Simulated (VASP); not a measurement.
# Pd (I4/mmm) in VASP: further runs, part 2 of 3

VASP 6.6.1. The steps go on from the part before.

### 3 Electric field gradients, LDA (equal xx and yy strain of -3 %)

File INCAR:

```
PREC = Accurate
ENCUT = 520
EDIFF = 1E-8
ISMEAR = -1
SIGMA = 0.05
LREAL = False
LASPH = True
NELM = 80
ALGO = Normal
ISIF = 2
LWAVE = False
LCHARG = False
GGA = CA
LEFG = True
NBANDS = 11
```

File KPOINTS:

```
regular mesh
0
Gamma
  18 18 18
```

File POSCAR:

```
Pd
1.0
    0.0000000000      1.8865530000      1.9449000000
    1.8865530000      0.0000000000      1.9449000000
    1.8865530000      1.8865530000      0.0000000000
Pd
1
Direct
    0.0000000000      0.0000000000      0.0000000000
```

Potentials or basis: VASP PAW LDA potentials, release 64 (Pd).

On the command line:

```console
$ cat potpaw_LDA.64/Pd/POTCAR > POTCAR
$ mpirun -np 1 vasp_std > vasp.out
```

OUTCAR:

```text
PREC = Accurate
   ENCUT = 520
   EDIFF = 1E-8
   ISMEAR = -1
   LREAL = False
   LASPH = True
   NELM = 80
   ISIF = 2
   GGA = CA

 ion  position               nearest neighbor table
   1  0.000  0.000  0.000-

  LATTYP: Found a body centered tetragonal cell.
 ALAT       =     2.6679888387
 C/A-ratio  =     1.4579521262

  Lattice vectors:

 A1 = (  -1.8865530000,   0.0000000000,   1.9449000000)
 A2 = (   1.8865530000,   0.0000000000,   1.9449000000)
 A3 = (   0.0000000000,   1.8865530000,  -1.9449000000)

Analysis of symmetry for initial positions (statically):
=====================================================================
 Subroutine PRICEL returns:
 Original cell was already a primitive cell.

 Routine SETGRP: Setting up the symmetry group for a
 body centered tetragonal supercell.

 Subroutine GETGRP returns: Found 16 space group operations
 (whereof 16 operations were pure point group operations)
 out of a pool of 16 trial point group operations.

The static configuration has the point symmetry D_4h.

Analysis of symmetry for dynamics (positions and initial velocities):
=====================================================================
 Subroutine PRICEL returns:
 Original cell was already a primitive cell.

 Routine SETGRP: Setting up the symmetry group for a
 body centered tetragonal supercell.

 Subroutine GETGRP returns: Found 16 space group operations
 (whereof 16 operations were pure point group operations)
 out of a pool of 16 trial point group operations.

The dynamic configuration has the point symmetry D_4h.

 Subroutine INISYM returns: Found 16 space group operations
 (whereof 16 operations are pure point group operations),
 and found     1 'primitive' translations

----------------------------------------------------------------------------------------

                                     Primitive cell

  volume of cell :      13.8441

  direct lattice vectors                    reciprocal lattice vectors
     0.000000000  1.886553000  1.944900000    -0.265033635  0.265033635  0.257082626
     1.886553000  0.000000000  1.944900000     0.265033635 -0.265033635  0.257082626
     1.886553000  1.886553000  0.000000000     0.265033635  0.265033635 -0.257082626

  length of vectors
     2.709560524  2.709560524  2.667988839     0.454507572  0.454507572  0.454507572

  position of ions in fractional coordinates (direct lattice)
     0.000000000  0.000000000  0.000000000

  ion indices of the primitive-cell ions
   primitive index   ion index
                 1           1

----------------------------------------------------------------------------------------

 KPOINTS: regular mesh

Automatic generation of k-mesh.
 Grid dimensions read from file:
 generate k-points for:   18   18   18

 Generating k-lattice:

  Cartesian coordinates                     Fractional coordinates (reciprocal lattice)
    -0.014724091  0.014724091  0.014282368     0.055555556  0.000000000  0.000000000
     0.014724091 -0.014724091  0.014282368     0.000000000  0.055555556  0.000000000
     0.014724091  0.014724091 -0.014282368     0.000000000  0.000000000  0.055555556
[... 71 lines left out ...]
   EFERMI =   0.00;   METHOD = LEGACY
   ISMEAR =    -1;   SIGMA  =   0.05  broadening in eV -4-tet -1-fermi 0-gaus
   EFERMI_NEDOS =   21; number of points for ismear=-14 and -15
   IALGO  =     38    algorithm
   IMIX   =      4    mixing-type and parameters
     AMIX     =   0.40;   BMIX     =  1.00
     AMIX_MAG =   1.60;   BMIX_MAG =  1.00
  volume/ion in A,a.u.               =      13.84        93.42
  Fermi-wavevector in a.u.,A,eV,Ry     =   1.468880  2.775781 29.356056  2.157609
  Thomas-Fermi vector in A             =   2.584325
   LORBIT       =      0    0 simple, 1 ext, 2 COOP (PROOUT), +10 PAW based schemes
   GGA     = CA    functional components
   LHFCALC =     F    Hartree Fock is set to
   AEXX    =    0.0000 exact exchange contribution
   IVDW    =     0    specifies the selected vdW correction
   LEPSILON=     F    determine dielectric tensor
   LRPA    =     F    only Hartree local field effects (RPA)
 non-spin polarized calculation
  energy-cutoff  :      520.00
  volume of cell :       13.84
 maximum number of plane-waves:       386
   NGX =  9   NGY =  9   NGZ =  9

 number of electron      10.0000002 magnetization

 Free energy of the ion-electron system (eV)
  ---------------------------------------------------
  ext. energy  EPLUGINS =         0.00000000
  ---------------------------------------------------
  free energy    TOTEN  =        -6.49917381 eV

  energy without entropy =       -6.48273338  energy(sigma->0) =       -6.49095360

 E-fermi :  10.7294     XC(G=0): -13.9075

 val. band max:       10.7195669122   @ k =   0.4444   0.0000   0.1111
 cond. band min:      10.7298016235   @ k =  -0.4444   0.0556   0.1111
 fundamental gap:      0.0102347113
 Fermi energy:        10.7293930902

 k-point     1 :       0.0000    0.0000    0.0000
  band No.  band energies     occupation
      1       2.9777      2.00000
      2       7.3327      2.00000
      3       7.6565      2.00000
      4       7.6565      2.00000
      5       9.1911      2.00000
      6       9.5363      2.00000
      7      27.8677      0.00000
      8      32.4124      0.00000
      9      33.2095      0.00000
     10      33.2095      0.00000
     11      36.2575      0.00000
[... 309 lines left out ...]
 k-point    24 :      -0.2222    0.0556    0.0000
  band No.  band energies     occupation
      1       4.7744      2.00000
      2       7.3038      2.00000
      3       7.7707      2.00000
      4       8.0798      2.00000
      5       9.2824      2.00000
      6       9.7566      2.00000
      7      26.0646      0.00000
      8      29.0591      0.00000
      9      33.3933      0.00000
     10      35.8911      0.00000
     11      36.6463      0.00000

 [... further k-points ...]

------------------------ aborting loop because EDIFF is reached ----------------------------------------

  FORCE on cell =-STRESS in cart. coord.  units (eV):
  Direction    XX          YY          ZZ          XY          YZ          ZX
  --------------------------------------------------------------------------------------
  -------------------------------------------------------------------------------------
  Total        0.5572464      0.5572464      0.3356746      0.0000000      0.0000000     -0.0000000
  in kB       64.4900304     64.4900304     38.8475596      0.0000000      0.0000000     -0.0000000
  external PRESSURE =      55.9425402 kB  Pullay stress =       0.0000000 kB

 VOLUME and BASIS-vectors are now :
 -----------------------------------------------------------------------------
  energy-cutoff  :      520.00
  volume of cell :       13.84
      direct lattice vectors                 reciprocal lattice vectors
     0.000000000  1.886553000  1.944900000    -0.265033635  0.265033635  0.257082626
     1.886553000  0.000000000  1.944900000     0.265033635 -0.265033635  0.257082626
     1.886553000  1.886553000  0.000000000     0.265033635  0.265033635 -0.257082626

 POSITION                                       TOTAL-FORCE (eV/Angst)
 -----------------------------------------------------------------------------------
      0.00000      0.00000      0.00000         0.000000      0.000000      0.000000
 -----------------------------------------------------------------------------------
    total drift:                                0.000000      0.000000     -0.000000

  FREE ENERGIE OF THE ION-ELECTRON SYSTEM (eV)
  ---------------------------------------------------
  free  energy   TOTEN  =        -6.4991738132 eV

  energy  without entropy=       -6.4827333847  energy(sigma->0) =       -6.49095360

 Electric field gradients (V/A^2)
---------------------------------------------------------------------
 ion       V_xx      V_yy      V_zz      V_xy      V_xz      V_yz
---------------------------------------------------------------------
   1       1.353     1.353    -2.705     0.001     0.000     0.000
---------------------------------------------------------------------

 Electric field gradients after diagonalization (V/A^2)
 (convention: |V_zz| > |V_xx| > |V_yy|)
----------------------------------------------------------------------
 ion       V_xx      V_yy      V_zz     asymmetry (V_yy - V_xx)/ V_zz
----------------------------------------------------------------------
   1       1.354     1.351    -2.705       0.001
----------------------------------------------------------------------

           NMR quadrupolar parameters

 Cq : quadrupolar parameter    Cq=e*Q*V_zz/h
 eta: asymmetry parameters     (V_yy - V_xx)/ V_zz
 Q  : nuclear electric quadrupole moment in mb (millibarn)
----------------------------------------------------------------------
 ion       Cq(MHz)       eta       Q (mb)
----------------------------------------------------------------------
   1      -0.007       0.001       1.000
----------------------------------------------------------------------
```

OSZICAR:

```text
N       E                     dE             d eps       ncg     rms          rms(c)
DAV:   1     0.419762024294E+02    0.41976E+02   -0.51724E+03 10592   0.861E+02
DAV:   2    -0.629053444931E+01   -0.48267E+02   -0.46551E+02 11735   0.186E+02
DAV:   3    -0.684899096332E+01   -0.55846E+00   -0.55600E+00 12788   0.215E+01
DAV:   4    -0.685108253712E+01   -0.20916E-02   -0.20912E-02 13023   0.136E+00
DAV:   5    -0.685110143285E+01   -0.18896E-04   -0.18893E-04 13732   0.119E-01    0.974E+00
DAV:   6    -0.652226102898E+01    0.32884E+00   -0.12582E+00 13173   0.917E+00    0.465E+00
DAV:   7    -0.650509433971E+01    0.17167E-01   -0.38692E-02 14125   0.127E+00    0.228E+00
DAV:   8    -0.649920693263E+01    0.58874E-02   -0.25322E-03 13150   0.522E-01    0.110E-01
DAV:   9    -0.649916940343E+01    0.37529E-04   -0.21403E-04 13681   0.126E-01    0.154E-02
DAV:  10    -0.649917388102E+01   -0.44776E-05   -0.34447E-06 13348   0.168E-02    0.106E-02
DAV:  11    -0.649917381332E+01    0.67694E-07   -0.55785E-08 13644   0.235E-03    0.226E-03
DAV:  12    -0.649917381319E+01    0.13733E-09   -0.57408E-09 10073   0.599E-04
   1 F= -.64991738E+01 E0= -.64909536E+01  d E =-.164404E-01
```

Run time: 23 s. Hardware: 1 thread of Intel Xeon 6975P-C (Granite Rapids), shared host; peak memory 0.18 GiB.

What came out:

```yaml
Free_energy: -6.4992 eV
Pressure: 5.6 GPa
Band_gap_on_the_k_mesh: zero (band 5 reaches 11.18 eV, above the bottom of band 6 at 9.29 eV)
```

Levels at points of the mesh, in eV from the Fermi level:
| k point | band 3 | band 4 | band 5 | band 6 | band 7 | band 8 |
| --- | --- | --- | --- | --- | --- | --- |
| (0.00, 0.00, 0.00) | -3.07 | -3.07 | -1.54 | -1.19 | 17.14 | 21.68 |
| (0.50, 0.00, 0.00) | -3.08 | -0.09 | 0.05 | 0.79 | 7.78 | 16.48 |
| (0.50, 0.50, 0.00) | -0.02 | 0.32 | 0.32 | 2.83 | 10.83 | 13.79 |
| (0.50, 0.00, 0.50) | -0.05 | 0.22 | 0.45 | 3.45 | 11.68 | 13.11 |

Electric field gradients, principal values (V/Å²):
```tsv
atom	least	middle	greatest (by size)
1 Pd	1.351	1.354	-2.705
```

Caveat: the cell differs from its parent crystal (equal xx and yy strain of -3 %); without QUAD_EFG the Cq values of the log hold for a quadrupole moment of 1 mb, not for the nuclei.

### 4 Electric field gradients, LDA (equal xx and yy strain of -1 %)

File INCAR:

```
  ALGO = Normal
  EDIFF = 1E-8
  ENCUT = 520
  ISIF = 2
  ISMEAR = -1
  LASPH = T
  LCHARG = F
  LEFG = T
  LREAL = F
  LWAVE = F
  NBANDS = 11
  NELM = 60
  PREC = Accurate
  SIGMA = 0.05
```

File KPOINTS:

```
k-points
0
Gamma
  18 18 18
```

File POSCAR:

```
Pd
1.0
    0.0000000000      1.9254510000      1.9449000000
    1.9254510000      0.0000000000      1.9449000000
    1.9254510000      1.9254510000      0.0000000000
Pd
1
Direct
    0.0000000000      0.0000000000      0.0000000000
```

Potentials or basis: VASP PAW LDA potentials, release 64 (Pd).

On the command line:

```console
$ cat potpaw_LDA.64/Pd/POTCAR > POTCAR
$ mpirun -np 1 vasp_std > vasp.out
```

OUTCAR:

```text
EDIFF = 1E-8
   ENCUT = 520
   ISIF = 2
   ISMEAR = -1
   LASPH = T
   LREAL = F
   NELM = 60
   PREC = Accurate

 ion  position               nearest neighbor table
   1  0.000  0.000  0.000-

  LATTYP: Found a body centered tetragonal cell.
 ALAT       =     2.7229989179
 C/A-ratio  =     1.4284985479

  Lattice vectors:

 A1 = (  -1.9254510000,   0.0000000000,   1.9449000000)
 A2 = (   1.9254510000,   0.0000000000,   1.9449000000)
 A3 = (   0.0000000000,   1.9254510000,  -1.9449000000)

Analysis of symmetry for initial positions (statically):
=====================================================================
 Subroutine PRICEL returns:
 Original cell was already a primitive cell.

 Routine SETGRP: Setting up the symmetry group for a
 body centered tetragonal supercell.

 Subroutine GETGRP returns: Found 16 space group operations
[... 515 lines left out ...]
  external PRESSURE =     -38.6152347 kB  Pullay stress =       0.0000000 kB

 VOLUME and BASIS-vectors are now :
 -----------------------------------------------------------------------------
  energy-cutoff  :      520.00
  volume of cell :       14.42
      direct lattice vectors                 reciprocal lattice vectors
     0.000000000  1.925451000  1.944900000    -0.259679421  0.259679421  0.257082626
     1.925451000  0.000000000  1.944900000     0.259679421 -0.259679421  0.257082626
     1.925451000  1.925451000  0.000000000     0.259679421  0.259679421 -0.257082626

 POSITION                                       TOTAL-FORCE (eV/Angst)
 -----------------------------------------------------------------------------------
      0.00000      0.00000      0.00000         0.000000      0.000000      0.000000
 -----------------------------------------------------------------------------------
    total drift:                                0.000000      0.000000      0.000000

  FREE ENERGIE OF THE ION-ELECTRON SYSTEM (eV)
  ---------------------------------------------------
  free  energy   TOTEN  =        -6.5037318233 eV

  energy  without entropy=       -6.4861508712  energy(sigma->0) =       -6.49494135

 Electric field gradients (V/A^2)
---------------------------------------------------------------------
 ion       V_xx      V_yy      V_zz      V_xy      V_xz      V_yz
---------------------------------------------------------------------
   1       0.495     0.495    -0.989     0.001     0.000     0.000
---------------------------------------------------------------------

 Electric field gradients after diagonalization (V/A^2)
 (convention: |V_zz| > |V_xx| > |V_yy|)
----------------------------------------------------------------------
 ion       V_xx      V_yy      V_zz     asymmetry (V_yy - V_xx)/ V_zz
----------------------------------------------------------------------
   1       0.495     0.494    -0.989       0.001
----------------------------------------------------------------------

           NMR quadrupolar parameters

 Cq : quadrupolar parameter    Cq=e*Q*V_zz/h
 eta: asymmetry parameters     (V_yy - V_xx)/ V_zz
 Q  : nuclear electric quadrupole moment in mb (millibarn)
----------------------------------------------------------------------
 ion       Cq(MHz)       eta       Q (mb)
----------------------------------------------------------------------
   1      -0.002       0.001       1.000
----------------------------------------------------------------------
```

stdout:

```text
POSCAR found type information on POSCAR Pd
 POSCAR found :  1 types and       1 ions
 scaLAPACK will be used
 LDA part: xc-table for (Slater(with rela. corr.)+CA(PZ))
 , standard interpolation
 POSCAR, INCAR and KPOINTS ok, starting setup
 FFT: planning ... GRIDC
 FFT: planning ... GRID_SOFT
 FFT: planning ... GRID
 WAVECAR not read
 entering main loop
ion   1
```

Run time: 24 s. Hardware: 1 thread of Intel Xeon 6975P-C (Granite Rapids), shared host; peak memory 0.17 GiB.

What came out:

```yaml
Free_energy: -6.5037 eV
Pressure: -3.9 GPa
Band_gap_on_the_k_mesh: zero (band 5 reaches 10.33 eV, above the bottom of band 6 at 8.68 eV)
```

Stress tensor (GPa, compression positive):
```
-3.63  0.00  0.00
 0.00 -3.63  0.00
 0.00  0.00 -4.31
```

Electric field gradients, principal values (V/Å²):
| atom | least | middle | greatest (by size) |
| --- | --- | --- | --- |
| 1 Pd | 0.494 | 0.495 | -0.989 |

Caveat: the cell differs from its parent crystal (equal xx and yy strain of -1 %); without QUAD_EFG the Cq values of the log hold for a quadrupole moment of 1 mb, not for the nuclei.

(Part 2 of 3 ends here.)
